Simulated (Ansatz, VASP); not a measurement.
# Ti: VASP beside Ansatz

```
Ti
1.0
    -1.64100    1.64100    1.57536
     1.64100   -1.64100    1.57536
     1.64100    1.64100   -1.57536
Ti
1
Direct
  0.00000 0.00000 0.00000
```

Change from the starting cell: strain +0.000 along x and y, -0.040 along z, atoms carried along.

Alike in both runs: task single point; functional PBEsol; k mesh 20 × 20 × 20; occupations gaussian, width 0.15 eV; no spin polarisation.

|  | VASP | Ansatz |
| --- | --- | --- |
| version | VASP 6.6.1 | Ansatz 0.2.0 |
| potentials or method | VASP PAW PBE potentials, release 64 (Ti_sv), cutoff 520 eV | scalar-relativistic, plane waves, PAW |
| valence electrons in the cell | 12 | 12 |

VASP gave:

* gap on the k mesh at the Fermi level (eV): none
* pressure (GPa): -2.9
* traceless stress, the component that is largest in VASP (GPa): -0.80

Q: What did Ansatz give for the same quantities?

A: gap on the k mesh at the Fermi level (eV): none; pressure (GPa): -2.7; traceless stress, the component that is largest in VASP (GPa): -0.80.

VASP's potentials were made for PBE, not for PBEsol. A gap of «none» marks a metal or a gap that the smearing closes. With one functional, cell and mesh, what is left measures potentials, basis and numerics.
